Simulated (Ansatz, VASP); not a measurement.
**Two plane-wave programs on WSe2**

File INCAR:

```
SYSTEM = WSe2
ALGO     = Normal         ! electronic algorithm
EDIFF    = 1E-6           ! SCF threshold, eV
ENCUT    = 520            ! plane-wave cutoff, eV
GGA      = PE             ! functional
ISIF     = 2              ! what is computed and relaxed
ISMEAR   = 0              ! smearing method
LASPH    = .TRUE.         ! aspherical terms in the spheres
LCHARG   = .FALSE.        ! write CHGCAR
LREAL    = .FALSE.        ! projectors in reciprocal space
LWAVE    = .FALSE.        ! write WAVECAR
NBANDS   = 35             ! bands
NELM     = 80             ! most SCF steps
PREC     = Accurate       ! precision mode
SIGMA    = 0.05           ! smearing width, eV
```

Contents of KPOINTS:

```
k-points
0
G
  9 9 2
  0 0 0
```

Contents of POSCAR:

```
WSe2
1.0
   -3.3206937274      0.0000000000      0.0000000000
   -1.6603468637     -2.8758051261      0.0000000000
   -4.1507011246     -2.3964084116     15.2573262715
W Se
2 4
Direct
    0.1250083333      0.1250083333      0.2500000000
    0.0416916667      0.0416916667      0.7500000000
   -0.1999952689     -0.1999952689      0.6400199235
    0.5499880644      0.5499880644      0.1400199235
   -0.3832880644     -0.3832880644      0.8599800765
    0.3666952689      0.3666952689      0.3599800765
```

Input for Ansatz:

```yaml
crystal:
  lattice:
    - [-3.3206937274, 0.0, 0.0]
    - [-1.6603468637, -2.8758051261, 0.0]
    - [-4.1507011246, -2.3964084116, 15.2573262715]
  atoms:
    - { symbol: W, position: [0.1250083333, 0.1250083333, 0.25] }
    - { symbol: W, position: [0.0416916667, 0.0416916667, 0.75] }
    - { symbol: Se, position: [-0.1999952689, -0.1999952689, 0.6400199235] }
    - { symbol: Se, position: [0.5499880644, 0.5499880644, 0.1400199235] }
    - { symbol: Se, position: [-0.3832880644, -0.3832880644, 0.8599800765] }
    - { symbol: Se, position: [0.3666952689, 0.3666952689, 0.3599800765] }
basis:
  ecutwfc: 420
kpoints:
  mp_grid: { grid: [9, 9, 2] }
hamiltonian:
  xc: pbe
scf:
  occupations: { method: gaussian, width: 0.05 }
output:
  forces: true
  stress: true
  eigenvalues: true
```

Alike in both runs: task single point; functional PBE; k mesh 9 × 9 × 2; occupations gaussian, width 0.05 eV; no spin polarisation.

|  | VASP | Ansatz |
| --- | --- | --- |
| version | VASP 6.6.1 | Ansatz 0.2.0 |
| potentials or method | VASP PAW PBE potentials, release 64 (W_sv, Se), cutoff 520 eV | scalar-relativistic, plane waves, PAW |
| valence electrons in the cell | 52 | 92 |

```csv
,VASP,Ansatz,Ansatz less VASP
gap on the k mesh at the Fermi level (eV),1.53,1.53,+0.003
least direct gap on the mesh (eV),1.53,1.53,+0.003
pressure (GPa),0.3,0.0,-0.24
"traceless stress, the component that is largest in VASP (GPa)",0.11,0.04,-0.064
rms of the force components (eV/Å),0.022,0.002,-0.0196
```

Atom by atom the forces differ by 0.021 eV/Å (rms over components). VASP's potentials hold 52 valence electrons a cell and Ansatz's 92, so a difference there can come from the potentials and not from the codes.

Spin-orbit coupling is off throughout.
